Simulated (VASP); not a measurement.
The system is Li.

```
Li
1.0
    -1.75465    1.75465    1.75465
     1.75465   -1.75465    1.75465
     1.75465    1.75465   -1.75465
Li
1
Direct
  0.00000 0.00000 0.00000
```

- Program: VASP 6.6.1
- Task: relaxation of cell and atoms
- Functional: PBE
- Potentials or basis: VASP PAW PBE potentials, release 64 (Li_sv)
- Cutoff: 600 eV
- k mesh: 11 × 11 × 11
- Occupations: fermi-dirac, width 0.05 eV
- Spin: no spin polarisation

At the start: pressure -0.9 GPa; volume 21.61 Å³/atom.

Where does the relaxation end?

Over 4 steps the energy falls by 4.9 meV/atom and the volume is 20.01 Å³/atom (-7.4 %); space group Im-3m (No. 229, to 0.05 Å).

The path:
| step | energy change (eV) | largest force (eV/Å) | pressure (GPa) | volume (Å³) |
| --- | --- | --- | --- | --- |
| 1 | 0.0000 | 0.0000 | -0.92 | 21.61 |
| 2 | -0.0020 | 0.0000 | -0.73 | 21.22 |
| 3 | -0.0048 | 0.0000 | -0.09 | 20.15 |
| 4 | -0.0049 | 0.0000 | 0.00 | 20.01 |

Final structure:
```yaml
crystal:
  lattice:
    - [-1.71013, 1.71013, 1.71013]
    - [1.71013, -1.71013, 1.71013]
    - [1.71013, 1.71013, -1.71013]
  atoms:
    - { symbol: Li, position: [0.00000, 0.00000, 0.00000] }
```

The cell as given is a measured one (21.61 Å³/atom); PBE puts the equilibrium volume -7.4 % from it, thermal expansion not counted.

Caveat: the cutoff is under 1.25 times the usual one of these potentials, so pressure, stress and relaxed cells hold a basis-set (Pulay) error.
